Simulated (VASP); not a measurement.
# Zn (P6_3/mmc) in VASP: notebook

Runs on Zn. Level: PBEsol. Tasks: vibrations by perturbation theory.

Everything below comes from runs of VASP 6.6.1. Logs are shortened: lines on timing, memory, paths and dates and some standing lists are left out, and cuts for length are marked.

### Step 1. The cell of the first run

Symmetry: P6_3/mmc, No. 194, hexagonal system. The conventional cell has a = 2.643 Å, b = 2.643 Å, c = 4.916 Å, α = 90.00°, β = 90.00°, γ = 120.00°. Within 3.5 Å of Zn (site symmetry -6m2) lie 12 Zn at 2.64 to 2.89 Å.

### Step 2. Vibrations by perturbation theory, PBEsol

INCAR reads:

```
SYSTEM = Zn
PREC     = Accurate       ! precision mode
ENCUT    = 520            ! plane-wave cutoff, eV
EDIFF    = 1E-8           ! SCF threshold, eV
ISMEAR   = 0              ! smearing method
SIGMA    = 0.1            ! smearing width, eV
LREAL    = .False.        ! projectors in reciprocal space
LASPH    = .True.         ! aspherical terms in the spheres
NELM     = 60             ! most SCF steps
ALGO     = Normal         ! electronic algorithm
ISIF     = 2              ! what is computed and relaxed
LWAVE    = .False.        ! write WAVECAR
LCHARG   = .False.        ! write CHGCAR
GGA      = PS             ! functional
NBANDS   = 19             ! bands
IBRION   = 8              ! ionic algorithm
NSW      = 1              ! ionic steps
```

KPOINTS reads:

```
regular mesh
0
Gamma
  14 14 7
  0 0 0
```

POSCAR reads:

```
Zn
1.0
    2.6430284590      0.0000000000      0.0000000000
   -1.3215142295      2.2889299586      0.0000000000
    0.0000000000      0.0000000000      4.9158349541
Zn
2
Direct
    0.3333333333      0.6666666667      0.2500000000
    0.6666666667      0.3333333333      0.7500000000
```

Potentials or basis: VASP PAW PBE potentials, release 64 (Zn).

On the command line:

```
> cat potpaw_PBE.64/Zn/POTCAR > POTCAR
> mpirun -np 1 vasp_std > vasp.out
```

OUTCAR:

```text
SYSTEM = Zn
   PREC = Accurate
   ENCUT = 520
   EDIFF = 1E-8
   ISMEAR = 0
   LREAL = .False.
   LASPH = .True.
   NELM = 60
   ISIF = 2
   GGA = PS
   IBRION = 8
   NSW = 1

 ion  position               nearest neighbor table
   1  0.333  0.667  0.250-   2 2.89   2 2.89   2 2.89   2 2.89   2 2.89   2 2.89
   2  0.667  0.333  0.750-   1 2.89   1 2.89   1 2.89   1 2.89   1 2.89   1 2.89

  LATTYP: Found a hexagonal cell.
 ALAT       =     2.6430284590
 C/A-ratio  =     1.8599250936

  Lattice vectors:

 A1 = (   2.6430284590,   0.0000000000,   0.0000000000)
 A2 = (  -1.3215142295,   2.2889299586,   0.0000000000)
 A3 = (   0.0000000000,   0.0000000000,   4.9158349541)

Analysis of symmetry for initial positions (statically):
=====================================================================
 Subroutine PRICEL returns:
 Original cell was already a primitive cell.

 Routine SETGRP: Setting up the symmetry group for a
 hexagonal supercell.

 Subroutine GETGRP returns: Found 24 space group operations
 (whereof 12 operations were pure point group operations)
 out of a pool of 24 trial point group operations.

The static configuration has the point symmetry D_3d.
 The point group associated with its full space group is D_6h.

Analysis of symmetry for dynamics (positions and initial velocities):
=====================================================================
 Subroutine PRICEL returns:
 Original cell was already a primitive cell.

 Routine SETGRP: Setting up the symmetry group for a
 hexagonal supercell.

 Subroutine GETGRP returns: Found 24 space group operations
 (whereof 12 operations were pure point group operations)
 out of a pool of 24 trial point group operations.

The dynamic configuration has the point symmetry D_3d.
 The point group associated with its full space group is D_6h.

 Subroutine INISYM returns: Found 24 space group operations
 (whereof 12 operations are pure point group operations),
[... 701 lines left out ...]
     0.000000000  0.000000000  4.915834954     0.000000000  0.000000000  0.203424242

 POSITION                                       TOTAL-FORCE (eV/Angst)
 -----------------------------------------------------------------------------------
     -0.00000      1.52595      1.22896         0.000000     -0.000000     -0.000000
      1.32151      0.76298      3.68688        -0.000000      0.000000      0.000000
 -----------------------------------------------------------------------------------
    total drift:                               -0.000000      0.000000      0.000000

  FREE ENERGIE OF THE ION-ELECTRON SYSTEM (eV)
  ---------------------------------------------------
  free  energy   TOTEN  =        -3.1491541334 eV

  energy  without entropy=       -3.1463550094  energy(sigma->0) =       -3.14775457

[... ionic steps 2 to 3 ...]

--------------------------------------- Ionic step        4  -------------------------------------------

------------------------ aborting loop because EDIFF is reached ----------------------------------------

[... ionic steps 5 to 5 ...]

--------------------------------------- Ionic step        6  -------------------------------------------

 Free energy of the ion-electron system (eV)
  ---------------------------------------------------
  ---------------------------------------------------
  free energy    TOTEN  =        -0.22128078 eV

  energy without entropy =       -0.22128078

------------------------ aborting loop because EDIFF is reached ----------------------------------------

 INTERNAL STRAIN TENSOR  FOR ION    1  DIRECTION 3   (eV/Angst):
 -----------------------------------------------------------------------------
     0.00206  0.00000  0.00000
     0.00000  0.00206 -0.00000
     0.00000  0.00000  0.00177

 INTERNAL STRAIN TENSOR FOR ION    2 for displacements in x,y,z  (eV/Angst):
          X           Y           Z          XY          YZ          ZX
  --------------------------------------------------------------------------------
  x     0.00000     0.00000     0.00000    -0.03444     0.00000     0.00000
  y    -0.03444     0.03444    -0.00000     0.00000     0.00000     0.00000
  z    -0.00000     0.00000     0.00000     0.00000     0.00000     0.00000

 SECOND DERIVATIVES (NOT SYMMETRIZED)
 ------------------------------------
               1X          1Y          1Z          2X          2Y          2Z
  1X    -0.583460    0.000000    0.000000    0.583460    0.000000    0.000000
  1Y     0.000000   -0.583460    0.000000    0.000000    0.583460    0.000000
  1Z     0.000000    0.000000   -2.168501    0.000000    0.000000    2.168501
  2X     0.583460    0.000000    0.000000   -0.583460    0.000000    0.000000
  2Y     0.000000    0.583460    0.000000    0.000000   -0.583460    0.000000
  2Z     0.000000    0.000000    2.168501    0.000000    0.000000   -2.168501

 Eigenvectors and eigenvalues of the dynamical matrix
 ----------------------------------------------------

   1 f  =    4.026149 THz    25.297040 2PiTHz  134.297873 cm-1    16.650807 meV
             X         Y         Z           dx          dy          dz
     -0.000000  1.525953  1.228959     0.000000   -0.000000    0.707107
      1.321514  0.762977  3.686876    -0.000000    0.000000   -0.707107
[... 11 lines left out ...]
   4 f  =    0.000000 THz     0.000000 2PiTHz    0.000001 cm-1     0.000000 meV
             X         Y         Z           dx          dy          dz
     -0.000000  1.525953  1.228959    -0.433866    0.541265    0.137085
      1.321514  0.762977  3.686876    -0.433866    0.541265    0.137085

   5 f/i=    0.000000 THz     0.000000 2PiTHz    0.000000 cm-1     0.000000 meV
             X         Y         Z           dx          dy          dz
     -0.000000  1.525953  1.228959    -0.557440   -0.409961   -0.145576
      1.321514  0.762977  3.686876    -0.557440   -0.409961   -0.145576

   6 f/i=    0.000000 THz     0.000000 2PiTHz    0.000001 cm-1     0.000000 meV
             X         Y         Z           dx          dy          dz
     -0.000000  1.525953  1.228959    -0.031955   -0.197392    0.678244
      1.321514  0.762977  3.686876    -0.031955   -0.197392    0.678244

--------------------------------------------------------------------------------------------------------

 ELASTIC MODULI CONTR FROM IONIC RELAXATION (kBar)
 Direction    XX          YY          ZZ          XY          YZ          ZX
 --------------------------------------------------------------------------------
 XX          -0.1095      0.1095     -0.0000     -0.0000      0.0000      0.0000
 YY           0.1095     -0.1095      0.0000      0.0000     -0.0000      0.0000
 ZZ          -0.0000      0.0000     -0.0000     -0.0000      0.0000      0.0000
 XY          -0.0000      0.0000     -0.0000     -0.1095      0.0000      0.0000
 YZ           0.0000     -0.0000      0.0000      0.0000     -0.0000      0.0000
 ZX           0.0000      0.0000      0.0000      0.0000      0.0000      0.0000
 --------------------------------------------------------------------------------
```

OSZICAR:

```text
N       E                     dE             d eps       ncg     rms          rms(c)
DAV:   1     0.112738825948E+03    0.11274E+03   -0.12278E+04  3752   0.199E+03
DAV:   2     0.166516223838E+01   -0.11107E+03   -0.10759E+03  3675   0.296E+02
DAV:   3    -0.342323945477E+01   -0.50884E+01   -0.50688E+01  4064   0.700E+01
DAV:   4    -0.345315747397E+01   -0.29918E-01   -0.29911E-01  4052   0.559E+00
[... 39 lines left out ...]
RMM:   8    -0.221281375652E+00    0.39958E-06    0.12146E-07  9431   0.145E-04    0.358E-05
RMM:   9    -0.221280752878E+00    0.62277E-06   -0.56699E-08 10280   0.727E-05    0.340E-06
RMM:  10    -0.221280774055E+00   -0.21177E-07   -0.37629E-08 10388   0.329E-05    0.102E-06
RMM:  11    -0.221280776060E+00   -0.20050E-08   -0.21868E-08  9638   0.248E-05    0.375E-07
 Linear response finished
```

stdout:

```text
POSCAR found type information on POSCAR Zn
 POSCAR found :  1 types and       2 ions
 scaLAPACK will be used
 -----------------------------------------------------------------------------
|                                                                             |
|                                                                             |
|     You enforced a specific xc type in the INCAR file but a different       |
|     I HOPE YOU KNOW WHAT YOU ARE DOING!                                     |
|                                                                             |
 -----------------------------------------------------------------------------

 LDA part: xc-table for (Slater+PW92), standard interpolation
 POSCAR, INCAR and KPOINTS ok, starting setup
 FFT: planning ... GRIDC
 FFT: planning ... GRID_SOFT
 FFT: planning ... GRID
 WAVECAR not read
 entering main loop
 Linear response reoptimize wavefunctions to high precision
 Linear response DOF=           2
 Linear response progress:
 first order change of Fermi-energy  -0.14019E-04
 force on displaced ion       1 direction 1 :  -0.583  -0.000   0.000
 Linear response progress:
 first order change of Fermi-energy   0.24286E-05
 force on displaced ion       1 direction 3 :  -0.000   0.000  -2.169
 Linear response finished
```

It took 2.9 min on 1 thread of Intel Xeon 6975P-C (Granite Rapids), shared host; peak memory 0.49 GiB.

Results:

```yaml
Highest_phonon_frequency_at_Γ: 134 cm⁻¹
```

Phonon frequencies in cm⁻¹ (negative: imaginary):
```tsv
q point	frequencies
(0.000, 0.000, 0.000)	0 0 0 70 70 134
```

Caveat: the cell wasn't relaxed at this level first, which shifts response properties; the PAW data sets were made with another functional, which shifts forces and pressure a little.

### Step 3. Vibrations by perturbation theory, PBEsol

This run uses another cell than the first one, of 15.33 Å³/atom, 1.031 times its volume.

Changes to INCAR since step 2:

```diff
@@ -8,3 +8,3 @@
 LASPH    = .True.         ! aspherical terms in the spheres
-NELM     = 60             ! most SCF steps
+NELM     = 100            ! most SCF steps
 ALGO     = Normal         ! electronic algorithm
@@ -12,5 +12,4 @@
 LWAVE    = .False.        ! write WAVECAR
-LCHARG   = .False.        ! write CHGCAR
+LCHARG   = .True.         ! write CHGCAR
 GGA      = PS             ! functional
-NBANDS   = 19             ! bands
 IBRION   = 8              ! ionic algorithm
```

KPOINTS is that of step 2.

POSCAR reads:

```
Zn
1.0
    2.6700000000      0.0000000000      0.0000000000
   -1.3350000000      2.3122880000      0.0000000000
    0.0000000000      0.0000000000      4.9660000000
Zn
2
Direct
    0.3333333333      0.6666666667      0.2500000000
    0.6666666667      0.3333333333      0.7500000000
```

Potentials or basis: VASP PAW PBE potentials, release 64 (Zn).

On the command line:

```
> cat potpaw_PBE.64/Zn/POTCAR > POTCAR
> mpirun -np 1 vasp_std > vasp.out
```

OUTCAR:

```text
SYSTEM = Zn
   PREC = Accurate
   ENCUT = 520
   EDIFF = 1E-8
   ISMEAR = 0
   LREAL = .False.
   LASPH = .True.
   NELM = 100
   ISIF = 2
   GGA = PS
   IBRION = 8
   NSW = 1

 ion  position               nearest neighbor table
   1  0.333  0.667  0.250-   2 2.92   2 2.92   2 2.92   2 2.92   2 2.92   2 2.92
   2  0.667  0.333  0.750-   1 2.92   1 2.92   1 2.92   1 2.92   1 2.92   1 2.92

  LATTYP: Found a hexagonal cell.
 ALAT       =     2.6700000000
[... 718 lines left out ...]
               1X          1Y          1Z          2X          2Y          2Z
  1X    -0.466779    0.000000    0.000000    0.466779    0.000000    0.000000
  1Y     0.000000   -0.466779    0.000000    0.000000    0.466779    0.000000
  1Z     0.000000    0.000000   -1.852730    0.000000    0.000000    1.852730
  2X     0.466779    0.000000    0.000000   -0.466779    0.000000    0.000000
  2Y     0.000000    0.466779    0.000000    0.000000   -0.466779    0.000000
  2Z     0.000000    0.000000    1.852730    0.000000    0.000000   -1.852730

 Eigenvectors and eigenvalues of the dynamical matrix
 ----------------------------------------------------

   1 f  =    3.721483 THz    23.382770 2PiTHz  124.135326 cm-1    15.390812 meV
             X         Y         Z           dx          dy          dz
     -0.000000  1.541525  1.241500     0.000000    0.000000    0.707107
      1.335000  0.770763  3.724500     0.000000    0.000000   -0.707107
[... 21 lines left out ...]
   6 f  =    0.000000 THz     0.000000 2PiTHz    0.000000 cm-1     0.000000 meV
             X         Y         Z           dx          dy          dz
     -0.000000  1.541525  1.241500     0.707107    0.000000    0.000000
      1.335000  0.770763  3.724500     0.707107    0.000000    0.000000

--------------------------------------------------------------------------------------------------------

 ELASTIC MODULI CONTR FROM IONIC RELAXATION (kBar)
 Direction    XX          YY          ZZ          XY          YZ          ZX
 --------------------------------------------------------------------------------
 XX          -0.2404      0.2404      0.0000     -0.0000      0.0000      0.0000
 YY           0.2404     -0.2404     -0.0000      0.0000     -0.0000      0.0000
 ZZ           0.0000     -0.0000     -0.0000      0.0000     -0.0000      0.0000
 XY          -0.0000      0.0000      0.0000     -0.2404     -0.0000      0.0000
 YZ           0.0000     -0.0000     -0.0000      0.0000     -0.0000      0.0000
 ZX           0.0000      0.0000      0.0000      0.0000      0.0000      0.0000
 --------------------------------------------------------------------------------
```

OSZICAR:

```text
N       E                     dE             d eps       ncg     rms          rms(c)
DAV:   1     0.942401512165E+02    0.94240E+02   -0.12829E+04  3128   0.235E+03
[... 38 lines left out ...]
RMM:   4    -0.221054503257E+00    0.14891E-03   -0.15957E-05  7885   0.317E-02    0.435E-03
RMM:   5    -0.221029835098E+00    0.24668E-04   -0.87707E-07  8003   0.678E-03    0.122E-03
RMM:   6    -0.221025811737E+00    0.40234E-05    0.73336E-08  8077   0.187E-03    0.251E-04
RMM:   7    -0.221026185373E+00   -0.37364E-06    0.30803E-07  7705   0.591E-04    0.619E-05
RMM:   8    -0.221025870784E+00    0.31459E-06    0.10623E-07  7523   0.181E-04    0.320E-05
RMM:   9    -0.221025317856E+00    0.55293E-06    0.21842E-08  8089   0.741E-05    0.373E-06
RMM:  10    -0.221025323496E+00   -0.56397E-08   -0.49559E-08  7992   0.250E-05    0.121E-06
 Linear response finished
```

Run time: 2.6 min. Hardware: 1 thread of Intel Xeon 6975P-C (Granite Rapids), shared host; peak memory 0.45 GiB.

Results:

```yaml
Highest_phonon_frequency_at_Γ: 124 cm⁻¹
```

Phonon frequencies in cm⁻¹ (negative: imaginary):
```
              q point      frequencies
(0.000, 0.000, 0.000)  0 0 0 62 62 124
```

Caveat: the cell wasn't relaxed at this level first, which shifts response properties; the PAW data sets were made with another functional, which shifts forces and pressure a little.

(Continued in part 2 of 2.)
